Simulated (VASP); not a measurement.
# OsSe in VASP: notebook

OsSe is run at these levels: r2SCAN; tasks: single point.

Program: VASP 6.6.1. These are calculated values, not measurements. Logs are shortened: lines on timing, memory, paths and dates and some standing lists are left out, and cuts for length are marked.

## 1. The cell of the first run

It takes space group F-43m (No. 216, cubic). Conventional cell: a = 5.506 Å, b = 5.506 Å, c = 5.506 Å, α = 90.00°, β = 90.00°, γ = 90.00°. Os (site symmetry -43m) has 4 Se at 2.38 Å within 3.1 Å. Within 3.1 Å of Se (site symmetry -43m) lie 4 Os at 2.38 Å.

## 2. Single point, r2SCAN, collinear spin (20.86 Å³/atom)

File POSCAR:

```
OsSe
1.0
    0.0000000000      2.7528912347      2.7528912347
    2.7528912347      0.0000000000      2.7528912347
    2.7528912347      2.7528912347      0.0000000000
Os Se
1 1
Direct
    0.0000000000      0.0000000000      0.0000000000
    0.2500000000      0.2500000000      0.2500000000
```

File INCAR.step1:

```
PREC = Accurate
ENCUT = 520
ISMEAR = 0
SIGMA = 0.05
LREAL = False
LASPH = True
NELM = 150
ISPIN = 2
MAGMOM = 0.11 0
LMAXMIX = 4
NBANDS = 18
GGA = PE
ALGO = Normal
EDIFF = 1E-4
LWAVE = True
LCHARG = False
```

File INCAR.step2:

```
PREC = Accurate
ENCUT = 520
EDIFF = 1E-7
ISMEAR = 0
SIGMA = 0.05
LREAL = False
LASPH = True
NELM = 150
ALGO = Normal
ISIF = 2
LWAVE = False
LCHARG = False
ISPIN = 2
MAGMOM = 0.11 0
LORBIT = 11
LMAXMIX = 4
METAGGA = R2SCAN
LMIXTAU = True
NBANDS = 18
ISTART = 1
```

File KPOINTS:

```
Automatic mesh
0
Gamma
  10 10 10
```

Potentials or basis: VASP PAW PBE potentials, release 64 (Os, Se).

Launch:

```bash
> cat potpaw_PBE.64/Os/POTCAR potpaw_PBE.64/Se/POTCAR > POTCAR
> cp INCAR.step1 INCAR
> mpirun -np 1 vasp_std > vasp.out
> cp INCAR.step2 INCAR
> mpirun -np 1 vasp_std > vasp.out
```

OUTCAR:

```text
PREC = Accurate
   ENCUT = 520
   EDIFF = 1E-7
   ISMEAR = 0
   LREAL = False
   LASPH = True
   NELM = 150
   ISIF = 2
   ISPIN = 2
   LORBIT = 11
   METAGGA = R2SCAN
   ISTART = 1

 ion  position               nearest neighbor table
   1  0.000  0.000  0.000-   2 2.38   2 2.38   2 2.38   2 2.38
   2  0.250  0.250  0.250-   1 2.38   1 2.38   1 2.38   1 2.38

  LATTYP: Found a face centered cubic cell.
 ALAT       =     5.5057824694

  Lattice vectors:

 A1 = (   0.0000000000,   2.7528912347,   2.7528912347)
 A2 = (   2.7528912347,   0.0000000000,   2.7528912347)
 A3 = (   2.7528912347,   2.7528912347,   0.0000000000)

Analysis of symmetry for initial positions (statically):
=====================================================================
 Subroutine PRICEL returns:
 Original cell was already a primitive cell.

 Routine SETGRP: Setting up the symmetry group for a
 face centered cubic supercell.

 Subroutine GETGRP returns: Found 24 space group operations
 (whereof 24 operations were pure point group operations)
 out of a pool of 48 trial point group operations.

The static configuration has the point symmetry T_d .

Analysis of symmetry for dynamics (positions and initial velocities):
=====================================================================
 Subroutine PRICEL returns:
 Original cell was already a primitive cell.

 Routine SETGRP: Setting up the symmetry group for a
 face centered cubic supercell.

 Subroutine GETGRP returns: Found 24 space group operations
 (whereof 24 operations were pure point group operations)
 out of a pool of 48 trial point group operations.

The dynamic configuration has the point symmetry T_d .

Analysis of structural, dynamic, and magnetic symmetry:
=====================================================================
 Subroutine PRICEL returns:
 Original cell was already a primitive cell.

 Routine SETGRP: Setting up the symmetry group for a
 face centered cubic supercell.

 Subroutine GETGRP returns: Found 24 space group operations
 (whereof 24 operations were pure point group operations)
 out of a pool of 48 trial point group operations.

The overall configuration has the point symmetry T_d .

 Subroutine INISYM returns: Found 24 space group operations
 (whereof 24 operations are pure point group operations),
 and found     1 'primitive' translations

----------------------------------------------------------------------------------------

                                     Primitive cell

  volume of cell :      41.7251

  direct lattice vectors                    reciprocal lattice vectors
     0.000000000  2.752891235  2.752891235    -0.181627227  0.181627227  0.181627227
     2.752891235  0.000000000  2.752891235     0.181627227 -0.181627227  0.181627227
     2.752891235  2.752891235  0.000000000     0.181627227  0.181627227 -0.181627227

  length of vectors
     3.893176120  3.893176120  3.893176120     0.314587584  0.314587584  0.314587584

  position of ions in fractional coordinates (direct lattice)
     0.000000000  0.000000000  0.000000000
     0.250000000  0.250000000  0.250000000

  ion indices of the primitive-cell ions
   primitive index   ion index
                 1           1
                 2           2

----------------------------------------------------------------------------------------

 KPOINTS: Automatic mesh

Automatic generation of k-mesh.
 Grid dimensions read from file:
 generate k-points for:   10   10   10

 Generating k-lattice:

  Cartesian coordinates                     Fractional coordinates (reciprocal lattice)
    -0.018162723  0.018162723  0.018162723     0.100000000  0.000000000  0.000000000
     0.018162723 -0.018162723  0.018162723     0.000000000  0.100000000  0.000000000
     0.018162723  0.018162723 -0.018162723     0.000000000  0.000000000  0.100000000

  Length of vectors
     0.031458758  0.031458758  0.031458758

  Shift w.r.t. Gamma in fractional coordinates (k-lattice)
     0.000000000  0.000000000  0.000000000

 Subroutine IBZKPT returns following result:
 ===========================================

 Found     47 irreducible k-points:

 Following reciprocal coordinates:
            Coordinates               Weight
  0.000000  0.000000  0.000000      1.000000
  0.100000  0.000000  0.000000      8.000000
  0.200000  0.000000  0.000000      8.000000
  0.300000  0.000000  0.000000      8.000000
  0.400000  0.000000  0.000000      8.000000
  0.500000  0.000000  0.000000      4.000000
[... 16 lines left out ...]
  0.300000  0.300000  0.000000      6.000000
  0.400000  0.300000  0.000000     24.000000
 [... further k-points ...]
   k-points           NKPTS =     47   k-points in BZ     NKDIM =     47   number of bands    NBANDS=     18
   number of dos      NEDOS =    301   number of ions     NIONS =      2
   total plane-waves  NPLWV =  27000
   dimension x,y,z NGX =    30 NGY =   30 NGZ =   30
   dimension x,y,z NGXF=    60 NGYF=   60 NGZF=   60
   ions per type =               1   1
   NGX,Y,Z   is equivalent  to a cutoff of  12.81, 12.81, 12.81 a.u.
   NGXF,Y,Z  is equivalent  to a cutoff of  25.62, 25.62, 25.62 a.u.
 SYSTEM =  unknown system
   PREC   = accura    normal or accurate (medium, high low for compatibility)
   ISTART =      1    job   : 0-new  1-cont  2-samecut
   ICHARG =      0    charge: 1-file 2-atom 10-const
   ISPIN  =      2    spin polarized calculation?
   LNONCOLLINEAR =      F non collinear calculations
   LSORBIT =      F    spin-orbit coupling
   LASPH  =      T    aspherical Exc in radial PAW
   ENCUT  =  520.0 eV  38.22 Ry    6.18 a.u.   7.24  7.24  7.24*2*pi/ulx,y,z
   NELM   =    150;   NELMIN=  2; NELMDL=  0     # of ELM steps
   EDIFF  = 0.1E-06   stopping-criterion for ELM
   LREAL  =      F    real-space projection
   EDIFFG = 0.1E-05   stopping-criterion for IOM
   NSW    =      0    number of steps for IOM
   IBRION =     -1    ionic relax: 0-MD 1-quasi-New 2-CG
   NFREE  =      0    steps in history (QN), initial steepest desc. (CG)
   ISIF   =      2    stress and relaxation
   ISYM   =      2    0-nonsym 1-usesym 2-fastsym
   POTIM  = 0.5000    time-step for ionic-motion
   TEBEG  =    0.0;   TEEND  =   0.0 temperature during run
   PSTRESS=    0.0 pullay stress
   NELECT =      14.0000    total number of electrons
   NUPDOWN=      -1.0000    fix difference up-down
   EMIN   =  10.00;   EMAX   =-10.00  energy-range for DOS
   EFERMI =   0.00;   METHOD = LEGACY
   ISMEAR =     0;   SIGMA  =   0.05  broadening in eV -4-tet -1-fermi 0-gaus
   EFERMI_NEDOS =   21; number of points for ismear=-14 and -15
   IALGO  =     38    algorithm
   IMIX   =      4    mixing-type and parameters
     AMIX     =   0.40;   BMIX     =  1.00
     AMIX_MAG =   1.60;   BMIX_MAG =  1.00
  volume/ion in A,a.u.               =      20.86       140.79
  Fermi-wavevector in a.u.,A,eV,Ry     =   1.137588  2.149730 17.607397  1.294107
  Thomas-Fermi vector in A             =   2.274293
   LORBIT       =     11    0 simple, 1 ext, 2 COOP (PROOUT), +10 PAW based schemes
   METAGGA = R2SCAN    functional components
   LHFCALC =     F    Hartree Fock is set to
   AEXX    =    0.0000 exact exchange contribution
   IVDW    =     0    specifies the selected vdW correction
   LEPSILON=     F    determine dielectric tensor
   LRPA    =     F    only Hartree local field effects (RPA)
 spin polarized calculation
 Gauss-broadening in eV      SIGMA  =   0.05
  energy-cutoff  :      520.00
  volume of cell :       41.73
 maximum number of plane-waves:      1158
 NGX is ok and might be reduce to    30
   NGX = 15   NGY = 15   NGZ = 15

 number of electron      14.0000000 magnetization       0.1357385

 Free energy of the ion-electron system (eV)
  ---------------------------------------------------
  ext. energy  EPLUGINS =         0.00000000
  ---------------------------------------------------
  free energy    TOTEN  =       -66.07064372 eV

  energy without entropy =      -66.06832431  energy(sigma->0) =      -66.06948402

 E-fermi :   5.3527     XC(G=0): -11.3601

 val. band max:        5.3490360719   @ k =   0.5000   0.4000   0.0000
 cond. band min:       5.3576584528   @ k =  -0.3000   0.4000   0.2000
 fundamental gap:      0.0086223809
 Fermi energy:         5.3527462351

 spin component 1

 k-point     1 :       0.0000    0.0000    0.0000
  band No.  band energies     occupation
      1     -11.1231      1.00000
      2      -0.9296      1.00000
      3      -0.9296      1.00000
      4      -0.9296      1.00000
      5       3.2174      1.00000
      6       3.2174      1.00000
[... 10 lines left out ...]
     17      19.5812      0.00000
     18      20.3086      0.00000
[... 463 lines left out ...]
 k-point    24 :       0.4000    0.3000    0.0000
  band No.  band energies     occupation
      1     -10.1687      1.00000
      2      -2.1148      1.00000
      3      -0.1250      1.00000
      4      -0.0515      1.00000
      5       2.5026      1.00000
      6       3.7949      1.00000
[... 10 lines left out ...]
     17      23.0717      0.00000
     18      23.4113      0.00000

 [... further k-points ...]

 spin component 2

 k-point     1 :       0.0000    0.0000    0.0000
  band No.  band energies     occupation
      1     -11.1193      1.00000
      2      -0.8649      1.00000
      3      -0.8649      1.00000
      4      -0.8648      1.00000
      5       3.2514      1.00000
      6       3.2514      1.00000
[... 10 lines left out ...]
     17      19.6305      0.00000
     18      20.3182      0.00000
[... 463 lines left out ...]
 k-point    24 :       0.4000    0.3000    0.0000
  band No.  band energies     occupation
      1     -10.1648      1.00000
      2      -2.0874      1.00000
      3      -0.0843      1.00000
      4      -0.0079      1.00000
      5       2.5717      1.00000
      6       3.8344      1.00000
[... 10 lines left out ...]
     17      23.0949      0.00000
     18      23.4385      0.00000

 [... further k-points ...]
[... 5 lines left out ...]
  --------------------------------------------------------------------------------------
  -------------------------------------------------------------------------------------
  Total       -0.6208113     -0.6208113     -0.6208113      0.0000000      0.0000000     -0.0000000
  in kB      -23.8381779    -23.8381779    -23.8381779      0.0000000      0.0000000     -0.0000000
  external PRESSURE =     -23.8381779 kB  Pullay stress =       0.0000000 kB

 VOLUME and BASIS-vectors are now :
 -----------------------------------------------------------------------------
  energy-cutoff  :      520.00
  volume of cell :       41.73
      direct lattice vectors                 reciprocal lattice vectors
     0.000000000  2.752891235  2.752891235    -0.181627227  0.181627227  0.181627227
     2.752891235  0.000000000  2.752891235     0.181627227 -0.181627227  0.181627227
     2.752891235  2.752891235  0.000000000     0.181627227  0.181627227 -0.181627227

 POSITION                                       TOTAL-FORCE (eV/Angst)
 -----------------------------------------------------------------------------------
      0.00000      0.00000      0.00000         0.000000      0.000000      0.000000
      1.37645      1.37645      1.37645        -0.000000     -0.000000     -0.000000
 -----------------------------------------------------------------------------------
    total drift:                                0.000000      0.000000      0.000000

  FREE ENERGIE OF THE ION-ELECTRON SYSTEM (eV)
  ---------------------------------------------------
  free  energy   TOTEN  =       -66.0706437193 eV

  energy  without entropy=      -66.0683243119  energy(sigma->0) =      -66.06948402

 total charge

# of ion       s       p       d       tot
------------------------------------------
    1        0.579   0.467   6.277   7.323
    2        1.416   2.355   0.196   3.967
--------------------------------------------------
tot          1.996   2.822   6.473  11.290

 magnetization (x)

# of ion       s       p       d       tot
------------------------------------------
    1        0.002   0.004   0.123   0.129
    2        0.002  -0.005   0.001  -0.002
--------------------------------------------------
tot          0.004  -0.001   0.124   0.127
```

Wall time 8.4 min (1 thread of Intel Xeon 8259CL, shared host); peak memory 0.24 GiB.

Results:

| Property | Result |
| --- | --- |
| Free energy | -66.0706 eV |
| Pressure | -2.4 GPa |
| Net moment | 0.14 μB per cell |
| Site moments | Os +0.13; Se -0.00 μB |
| Valence electrons inside the program's atomic spheres | Os 7.32; Se 3.97 |

Levels at points of the mesh, in eV from the Fermi level:
Spin up:
```
           k point  band 5  band 6  band 7  band 8  band 9  band 10
(0.00, 0.00, 0.00)   -2.14   -2.14    1.14    3.98    3.98     3.98
(0.50, 0.00, 0.00)   -1.79   -1.79   -1.54    1.55    1.55     3.48
(0.50, 0.50, 0.00)   -2.61   -1.76   -1.36   -0.49   -0.49     5.99
```
Spin down:
| k point | band 4 | band 5 | band 6 | band 7 | band 8 | band 9 | band 10 | band 11 |
| --- | --- | --- | --- | --- | --- | --- | --- | --- |
| (0.00, 0.00, 0.00) | -6.22 | -2.10 | -2.10 | 1.18 | 4.08 | 4.08 | 4.08 | 7.36 |
| (0.50, 0.00, 0.00) | -5.81 | -1.73 | -1.73 | -1.40 | 1.65 | 1.65 | 3.53 | 9.10 |
| (0.50, 0.50, 0.00) | -4.96 | -2.49 | -1.72 | -1.33 | -0.36 | -0.36 | 6.06 | 6.83 |

Caveat: a moment this small can come from the mesh or the smearing; the PAW data sets were made with another functional, which shifts forces and pressure a little; spin-orbit coupling is left out, which moves the levels of the heavy elements.

(Continued in part 2 of 2.)
